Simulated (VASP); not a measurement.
A run of VASP 6.6.1:

Contents of POSCAR:

```
BeS
1.0
    2.4098822536      2.4098822536      0.0000000000
   -2.4098822536      2.4098822536      0.0000000000
    0.0000000000      2.4098822536      2.4530510481
Be S
1 1
Direct
    0.0000000000      0.0000000000      0.0000000000
    0.7500000000      0.2500000000      0.5000000000
```

The input INCAR.step1:

```
PREC = Accurate
ENCUT = 520
ISMEAR = 0
SIGMA = 0.01
LREAL = F
LASPH = T
NELM = 80
NBANDS = 11
GGA = PE
ALGO = Normal
EDIFF = 1E-4
LWAVE = T
LCHARG = F
```

File INCAR.step2:

```
PREC = Accurate
ENCUT = 520
EDIFF = 1E-6
ISMEAR = 0
SIGMA = 0.01
LREAL = F
LASPH = T
NELM = 80
ALGO = Normal
ISIF = 2
LWAVE = F
LCHARG = F
METAGGA = R2SCAN
LMIXTAU = T
NBANDS = 11
ISTART = 1
```

KPOINTS

```
regular mesh
0
Gamma
  8 8 8
```

Potentials or basis: VASP PAW PBE potentials, release 64 (Be, S).

Command:

```sh
$ cat potpaw_PBE.64/Be/POTCAR potpaw_PBE.64/S/POTCAR > POTCAR
$ cp INCAR.step1 INCAR
$ mpirun -np 1 vasp_std > vasp.out
$ cp INCAR.step2 INCAR
$ mpirun -np 1 vasp_std > vasp.out
```

Hardware: 1 thread of Intel Xeon 8259CL, on a shared host.

Question: How long does it take, and how much memory?

Answer: Run time: 74 s on 1 thread of Intel Xeon 8259CL, on a shared host, peak memory 0.17 GiB. Counts: k points 59.
